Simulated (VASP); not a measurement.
NiO, 2 atoms in the cell. Symmetry: Fm-3m, No. 225, cubic system. The conventional cell has a = 4.172 Å, b = 4.172 Å, c = 4.172 Å, α = 90.00°, β = 90.00°, γ = 90.00°. Ni (site symmetry m-3m) has 6 O at 2.09 Å within 2.8 Å. Within 2.8 Å of O (site symmetry m-3m) lie 6 Ni at 2.09 Å. 

| Quantity | Value |
| --- | --- |
| Program | VASP 6.6.1 |
| Task | single point |
| Functional | PBE |
| Potentials or basis | VASP PAW PBE potentials, release 64 (Ni, O) |
| Cutoff | 600 eV |
| k mesh | 13 × 13 × 13 |
| Occupations | fermi-dirac, width 0.1 eV |
| Spin | collinear spin, ferromagnetic start |
| Starting moments | [1.0, 0.0] μB |
| Dipole correction | no |
| Further INCAR settings | ALGO = Normal; EDIFF = 1e-06; NBANDS = 19 |

Potentials or basis: VASP PAW PBE potentials, release 64 (Ni, O).

Launch:

```console
$ cat potpaw_PBE.64/Ni/POTCAR potpaw_PBE.64/O/POTCAR > POTCAR
$ mpirun -np 1 vasp_std > vasp.out
```

Hardware: 1 thread of AMD EPYC 7R13, on a shared host.

Task: How long does it take, and how much memory?

Result: Wall time 2.6 min on 1 thread of AMD EPYC 7R13, on a shared host, peak memory 0.16 GiB. Counts: scf iterations 16, k points 84.
